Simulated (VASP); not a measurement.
# ScGa3P2 (P4/mmm) in VASP: a series of runs, part 2 of 3

VASP 6.6.1.

## 3. Single point, PBE

This run uses another cell than the first one, of 23.01 Å³/atom.

Input file INCAR:

```
SYSTEM = ScGa3P2
PREC = Accurate
ENCUT = 520
EDIFF = 1E-6
ISMEAR = 0
SIGMA = 0.1
LREAL = .FALSE.
LASPH = .TRUE.
NELM = 60
ALGO = Normal
ISIF = 2
LWAVE = .FALSE.
LCHARG = .FALSE.
GGA = PE
NBANDS = 39
```

Input file KPOINTS:

```
Automatic mesh
0
G
  4 4 2
  0 0 0
```

Input file POSCAR:

```
ScGa3P2
1.0
    5.0419916715      0.0000000000      0.0000000000
    0.0000000000      5.0419916715      0.0000000000
    0.0000000000      0.0000000000      5.4314992394
Sc Ga P
1 3 2
Direct
    0.5000000000      0.5000000000      0.0000000000
    0.5000000000      0.5000000000      0.5000000000
    0.0000000000      0.0000000000      0.2483495489
    0.0000000000      0.0000000000      0.7516504511
    0.0000000000      0.5000000000      0.0000000000
    0.5000000000      0.0000000000      0.0000000000
```

Potentials or basis: VASP PAW PBE potentials, release 64 (Sc_sv, Ga_d, P).

Launch:

```
> cat potpaw_PBE.64/Sc_sv/POTCAR potpaw_PBE.64/Ga_d/POTCAR potpaw_PBE.64/P/POTCAR > POTCAR
> mpirun -np 1 vasp_std > vasp.out
```

Wall time 40 s (1 thread of Oxide Virtual Turin-like, shared host); peak memory 0.23 GiB.

The run converged. Its results:

| Item | Value |
| --- | --- |
| Free energy | -25.8755 eV |
| Pressure | 0.1 GPa |
| Largest force | 0.024 eV/Å |
| Band gap on the k mesh | zero (bands 30 and 31 overlap by 0.92 eV) |

Forces in eV/Å, atoms in the order of the input:
```
Sc   0.000  0.000  0.000
Ga   0.000  0.000  0.000
Ga   0.000  0.000  0.024
Ga   0.000  0.000 -0.024
P    0.000  0.000  0.000
P    0.000  0.000  0.000
```

Levels at points of the mesh, in eV from the Fermi level:
```tsv
k point	band 26	band 27	band 28	band 29	band 30	band 31	band 32	band 33	band 34	band 35
(0.00, 0.00, 0.00)	-3.59	-0.55	-0.29	-0.03	-0.03	1.23	1.34	1.34	1.39	2.26
(0.50, 0.00, 0.00)	-2.40	-2.27	-2.19	-1.53	0.65	1.70	1.87	2.03	2.33	2.88
(0.50, 0.50, 0.00)	-2.39	-2.13	-2.13	-1.72	0.06	0.06	0.76	0.77	2.20	3.75
(0.00, 0.00, 0.50)	-3.30	-0.67	-0.51	-0.42	-0.42	0.05	0.11	0.11	1.43	3.02
(0.50, 0.00, 0.50)	-2.84	-1.27	-1.24	-1.07	-0.18	0.50	1.40	1.78	2.71	3.36
(0.50, 0.50, 0.50)	-3.18	-3.18	-1.71	-0.01	0.78	1.42	2.92	2.92	3.40	3.40
```

Caveat: the k points lie up to 0.58 Å⁻¹ apart, too coarse for converged energies and pressures of a metal.

## 4. Single point, PBE

This run uses another cell than the first one, of 23.17 Å³/atom.

Input file INCAR:

```
SYSTEM = ScGa3P2
ALGO = Normal
EDIFF = 1E-6
ENCUT = 520
GGA = PE
ISIF = 2
ISMEAR = 0
LASPH = .TRUE.
LCHARG = .TRUE.
LELF = .TRUE.
LREAL = .FALSE.
LVHAR = .TRUE.
LWAVE = .FALSE.
NBANDS = 39
NELM = 100
PREC = Accurate
SIGMA = 0.1
```

Input file KPOINTS:

```
k-points
0
G
  4 4 4
  0 0 0
```

Input file POSCAR:

```
ScGa3P2
1.0
    5.0923026540      0.0000000000      0.0000000000
    0.0000000000      5.0923026540      0.0000000000
    0.0000000000      0.0000000000      5.3609843050
Sc Ga P
1 3 2
Direct
    0.5000000000      0.5000000000      0.0000000000
    0.5000000000      0.5000000000      0.5000000000
    0.0000000000      0.0000000000      0.2434561180
    0.0000000000      0.0000000000      0.7565438820
    0.0000000000      0.5000000000      0.0000000000
    0.5000000000      0.0000000000      0.0000000000
```

Potentials or basis: VASP PAW PBE potentials, release 64 (Sc_sv, Ga_d, P).

Launch:

```
> cat potpaw_PBE.64/Sc_sv/POTCAR potpaw_PBE.64/Ga_d/POTCAR potpaw_PBE.64/P/POTCAR > POTCAR
> mpirun -np 1 vasp_std > vasp.out
```

OUTCAR:

```text
SYSTEM = ScGa3P2
   EDIFF = 1E-6
   ENCUT = 520
   GGA = PE
   ISIF = 2
   ISMEAR = 0
   LASPH = .TRUE.
   LREAL = .FALSE.
   NELM = 100
   PREC = Accurate

 ion  position               nearest neighbor table
   1  0.500  0.500  0.000-   5 2.55   6 2.55   6 2.55   5 2.55   2 2.68   2 2.68
   2  0.500  0.500  0.500-   1 2.68   1 2.68
   3  0.000  0.000  0.243-   4 2.61   4 2.75   5 2.86   6 2.86   5 2.86   6 2.86
   4  0.000  0.000  0.757-   3 2.61   3 2.75   6 2.86   5 2.86   5 2.86   6 2.86
   5  0.000  0.500  0.000-   1 2.55   1 2.55   4 2.86   3 2.86   4 2.86   3 2.86
   6  0.500  0.000  0.000-   1 2.55   1 2.55   4 2.86   3 2.86   3 2.86   4 2.86

  LATTYP: Found a simple tetragonal cell.
 ALAT       =     5.0923026540
 C/A-ratio  =     1.0527623100

  Lattice vectors:

 A1 = (   5.0923026540,   0.0000000000,   0.0000000000)
 A2 = (   0.0000000000,   5.0923026540,   0.0000000000)
 A3 = (   0.0000000000,   0.0000000000,   5.3609843050)

Analysis of symmetry for initial positions (statically):
=====================================================================
 Subroutine PRICEL returns:
 Original cell was already a primitive cell.

 Routine SETGRP: Setting up the symmetry group for a
 simple tetragonal supercell.

 Subroutine GETGRP returns: Found 16 space group operations
 (whereof 16 operations were pure point group operations)
 out of a pool of 16 trial point group operations.

The static configuration has the point symmetry D_4h.

Analysis of symmetry for dynamics (positions and initial velocities):
=====================================================================
 Subroutine PRICEL returns:
 Original cell was already a primitive cell.

 Routine SETGRP: Setting up the symmetry group for a
 simple tetragonal supercell.

 Subroutine GETGRP returns: Found 16 space group operations
 (whereof 16 operations were pure point group operations)
 out of a pool of 16 trial point group operations.

The dynamic configuration has the point symmetry D_4h.

 Subroutine INISYM returns: Found 16 space group operations
 (whereof 16 operations are pure point group operations),
 and found     1 'primitive' translations

----------------------------------------------------------------------------------------

                                     Primitive cell

  volume of cell :     139.0186

  direct lattice vectors                    reciprocal lattice vectors
     5.092302654  0.000000000  0.000000000     0.196374817  0.000000000  0.000000000
     0.000000000  5.092302654  0.000000000     0.000000000  0.196374817  0.000000000
     0.000000000  0.000000000  5.360984305     0.000000000  0.000000000  0.186532909

  length of vectors
     5.092302654  5.092302654  5.360984305     0.196374817  0.196374817  0.186532909

  position of ions in fractional coordinates (direct lattice)
     0.500000000  0.500000000  0.000000000
     0.500000000  0.500000000  0.500000000
     0.000000000  0.000000000  0.243456118
     0.000000000  0.000000000  0.756543882
     0.000000000  0.500000000  0.000000000
     0.500000000  0.000000000  0.000000000

  ion indices of the primitive-cell ions
   primitive index   ion index
                 1           1
                 2           2
                 3           3
                 4           4
                 5           5
[... 31 lines left out ...]
  0.250000  0.000000  0.000000      4.000000
  0.500000  0.000000  0.000000      2.000000
  0.250000  0.250000  0.000000      4.000000
  0.500000  0.250000  0.000000      4.000000
  0.500000  0.500000  0.000000      1.000000
[... 10 lines left out ...]
  0.500000  0.250000  0.500000      4.000000
  0.500000  0.500000  0.500000      1.000000
   k-points           NKPTS =     18   k-points in BZ     NKDIM =     18   number of bands    NBANDS=     39
   number of dos      NEDOS =    301   number of ions     NIONS =      6
   total plane-waves  NPLWV =  64000
   dimension x,y,z NGX =    40 NGY =   40 NGZ =   40
   dimension x,y,z NGXF=    80 NGYF=   80 NGZF=   80
   ions per type =               1   3   2
   NGX,Y,Z   is equivalent  to a cutoff of  13.06, 13.06, 12.40 a.u.
   NGXF,Y,Z  is equivalent  to a cutoff of  26.12, 26.12, 24.81 a.u.
 SYSTEM =  ScGa3P2
   PREC   = accura    normal or accurate (medium, high low for compatibility)
   ISTART =      0    job   : 0-new  1-cont  2-samecut
   ICHARG =      2    charge: 1-file 2-atom 10-const
   ISPIN  =      1    spin polarized calculation?
   LNONCOLLINEAR =      F non collinear calculations
   LSORBIT =      F    spin-orbit coupling
   LASPH  =      T    aspherical Exc in radial PAW
   ENCUT  =  520.0 eV  38.22 Ry    6.18 a.u.   9.47  9.47  9.97*2*pi/ulx,y,z
   NELM   =    100;   NELMIN=  2; NELMDL= -5     # of ELM steps
   EDIFF  = 0.1E-05   stopping-criterion for ELM
   LREAL  =      F    real-space projection
   EDIFFG = 0.1E-04   stopping-criterion for IOM
   NSW    =      0    number of steps for IOM
   IBRION =     -1    ionic relax: 0-MD 1-quasi-New 2-CG
   NFREE  =      0    steps in history (QN), initial steepest desc. (CG)
   ISIF   =      2    stress and relaxation
   ISYM   =      2    0-nonsym 1-usesym 2-fastsym
   POTIM  = 0.5000    time-step for ionic-motion
   TEBEG  =    0.0;   TEEND  =   0.0 temperature during run
   PSTRESS=    0.0 pullay stress
   NELECT =      60.0000    total number of electrons
   NUPDOWN=      -1.0000    fix difference up-down
   EMIN   =  10.00;   EMAX   =-10.00  energy-range for DOS
   EFERMI =   0.00;   METHOD = LEGACY
   ISMEAR =     0;   SIGMA  =   0.10  broadening in eV -4-tet -1-fermi 0-gaus
   EFERMI_NEDOS =   21; number of points for ismear=-14 and -15
   IALGO  =     38    algorithm
   IMIX   =      4    mixing-type and parameters
     AMIX     =   0.40;   BMIX     =  1.00
     AMIX_MAG =   1.60;   BMIX_MAG =  1.00
  volume/ion in A,a.u.               =      23.17       156.36
  Fermi-wavevector in a.u.,A,eV,Ry     =   1.237184  2.337939 20.825404  1.530624
  Thomas-Fermi vector in A             =   2.371762
   LORBIT       =      0    0 simple, 1 ext, 2 COOP (PROOUT), +10 PAW based schemes
   GGA     = PE    functional components
   LHFCALC =     F    Hartree Fock is set to
   AEXX    =    0.0000 exact exchange contribution
   IVDW    =     0    specifies the selected vdW correction
   LEPSILON=     F    determine dielectric tensor
   LRPA    =     F    only Hartree local field effects (RPA)
 non-spin polarized calculation
 Gauss-broadening in eV      SIGMA  =   0.10
  energy-cutoff  :      520.00
  volume of cell :      139.02
 maximum number of plane-waves:      3760
 NGX is ok and might be reduce to    40
   NGX = 19   NGY = 19   NGZ = 19

 number of electron      60.0000028 magnetization

 Free energy of the ion-electron system (eV)
  ---------------------------------------------------
  ext. energy  EPLUGINS =         0.00000000
  ---------------------------------------------------
  free energy    TOTEN  =       -25.66070261 eV

  energy without entropy =      -25.63768109  energy(sigma->0) =      -25.64919185

 E-fermi :   3.7835     XC(G=0):  -9.5663

 val. band max:        3.7699850587   @ k =   0.0000   0.0000   0.5000
 cond. band min:       3.7933997299   @ k =   0.2500   0.2500   0.0000
 fundamental gap:      0.0234146712
 Fermi energy:         3.7834622752

 k-point     1 :       0.0000    0.0000    0.0000
  band No.  band energies     occupation
      1     -44.9785      2.00000
      2     -23.7599      2.00000
      3     -23.6466      2.00000
      4     -23.6466      2.00000
      5     -11.3688      2.00000
      6     -11.3671      2.00000
[... 745 lines left out ...]
     38       7.9989      0.00000
     39       8.2719      0.00000

------------------------ aborting loop because EDIFF is reached ----------------------------------------

  FORCE on cell =-STRESS in cart. coord.  units (eV):
  Direction    XX          YY          ZZ          XY          YZ          ZX
  --------------------------------------------------------------------------------------
  -------------------------------------------------------------------------------------
  Total        0.0757698      0.0757698     -0.0523992      0.0000000      0.0000000      0.0000000
  in kB        0.8732406      0.8732406     -0.6038958      0.0000000      0.0000000      0.0000000
  external PRESSURE =       0.3808618 kB  Pullay stress =       0.0000000 kB

 VOLUME and BASIS-vectors are now :
 -----------------------------------------------------------------------------
  energy-cutoff  :      520.00
  volume of cell :      139.02
      direct lattice vectors                 reciprocal lattice vectors
     5.092302654  0.000000000  0.000000000     0.196374817  0.000000000  0.000000000
     0.000000000  5.092302654  0.000000000     0.000000000  0.196374817  0.000000000
     0.000000000  0.000000000  5.360984305     0.000000000  0.000000000  0.186532909

 POSITION                                       TOTAL-FORCE (eV/Angst)
 -----------------------------------------------------------------------------------
      2.54615      2.54615      0.00000        -0.000000      0.000000      0.000000
      2.54615      2.54615      2.68049        -0.000000      0.000000      0.000000
      0.00000      0.00000      1.30516         0.000000      0.000000     -0.010362
      0.00000      0.00000      4.05582        -0.000000      0.000000      0.010362
      0.00000      2.54615      0.00000        -0.000000      0.000000      0.000000
      2.54615      0.00000      0.00000        -0.000000      0.000000      0.000000
 -----------------------------------------------------------------------------------
    total drift:                               -0.000000      0.000000     -0.000000

  FREE ENERGIE OF THE ION-ELECTRON SYSTEM (eV)
  ---------------------------------------------------
  free  energy   TOTEN  =       -25.6607026067 eV

  energy  without entropy=      -25.6376810929  energy(sigma->0) =      -25.64919185
```

Run time: 55 s. Hardware: 1 thread of Oxide Virtual Turin-like, shared host; peak memory 0.25 GiB.

Results:

- Free energy: -25.6607 eV
- Pressure: 0.0 GPa
- Largest force: 0.010 eV/Å
- Band gap on the k mesh: zero (bands 30 and 31 overlap by 1.14 eV)

Forces on the atoms (eV/Å):
```
Sc   0.000  0.000  0.000
Ga   0.000  0.000  0.000
Ga   0.000  0.000 -0.010
Ga   0.000  0.000  0.010
P    0.000  0.000  0.000
P    0.000  0.000  0.000
```

## 5. Relaxation of cell and atoms, PBE

Input file INCAR:

```
PREC = Accurate ; ENCUT = 600
EDIFF = 1E-7 ; ISMEAR = 0
SIGMA = 0.1 ; LREAL = F
LASPH = T ; NELM = 60
ALGO = Normal ; ISIF = 3
LWAVE = F ; LCHARG = F
GGA = PE ; IBRION = 2
NSW = 90 ; EDIFFG = -0.04
```

Input file KPOINTS:

```
regular mesh
0
Gamma
  4 4 2
```

Input file POSCAR:

```
ScGa3P2
1.0
    3.8613309300      0.0000000000      0.0000000000
    0.0000000000      3.8613309300      0.0000000000
    0.0000000000      0.0000000000      7.5284309300
Sc Ga P
1 3 2
Direct
    0.5000000000      0.5000000000      0.0000000000
    0.5000000000      0.5000000000      0.5000000000
    0.0000000000      0.0000000000      0.2590638300
    0.0000000000      0.0000000000      0.7409361700
    0.0000000000      0.5000000000      0.0000000000
    0.5000000000      0.0000000000      0.0000000000
```

Launch:

```
> cat potpaw_PBE.64/Sc_sv/POTCAR potpaw_PBE.64/Ga_d/POTCAR potpaw_PBE.64/P/POTCAR > POTCAR
> mpirun -np 1 vasp_std > vasp.out
```

It took 11 min on 1 thread of Oxide Virtual Turin-like, shared host; peak memory 0.24 GiB.

It converged, with:

- Free energy: -25.8454 eV
- Relaxed volume: 22.96 Å³/atom
- Relaxed cell: a = 5.030 Å, b = 5.030 Å, c = 5.445 Å, α = 90.00°, β = 90.00°, γ = 90.00°
- Space group after relaxing (to 0.1 Å): P4/mmm (No. 123)
- Pressure after relaxing: 0.1 GPa
- Largest force after relaxing: 0.008 eV/Å
- Band gap on the k mesh: zero (bands 30 and 31 overlap by 0.92 eV)

Forces in eV/Å, atoms in the order of the input:
```
Sc   0.000  0.000  0.000
Ga   0.000  0.000  0.000
Ga   0.000  0.000  0.008
Ga   0.000  0.000 -0.008
P    0.000  0.000  0.000
P    0.000  0.000  0.000
```

Stress tensor (GPa, compression positive):
```
 0.14  0.00  0.00
 0.00  0.14  0.00
 0.00  0.00 -0.08
```

Final structure:
```
Sc Ga P
1.0
     5.02978    0.00000    0.00000
     0.00000    5.02978    0.00000
     0.00000    0.00000    5.44470
Sc Ga P
1 3 2
Direct
  0.50000 0.50000 0.00000
  0.50000 0.50000 0.50000
  0.00000 0.00000 0.24924
  0.00000 0.00000 0.75076
  0.00000 0.50000 0.00000
  0.50000 0.00000 0.00000
```

Levels at points of the mesh, in eV from the Fermi level:
```tsv
k point	band 28	band 29	band 30	band 31	band 32	band 33
(0.00, 0.00, 0.00)	-0.30	-0.02	-0.02	1.23	1.33	1.33
(0.50, 0.00, 0.00)	-2.21	-1.53	0.64	1.73	1.87	2.04
(0.50, 0.50, 0.00)	-2.15	-1.74	0.03	0.03	0.76	0.78
(0.00, 0.00, 0.50)	-0.51	-0.42	-0.42	0.02	0.13	0.13
(0.50, 0.00, 0.50)	-1.24	-1.07	-0.18	0.51	1.39	1.78
(0.50, 0.50, 0.50)	-1.73	-0.01	0.80	1.41	2.89	2.89
```

Caveat: the k points lie up to 0.58 Å⁻¹ apart in the final cell, too coarse for converged energies and pressures of a metal; the volume moved by over 15 % at a fixed basis, so the end points are rough.

(Continued in part 3 of 3.)

The gap in the log of VASP goes by the Fermi energy; the results here count the filled bands.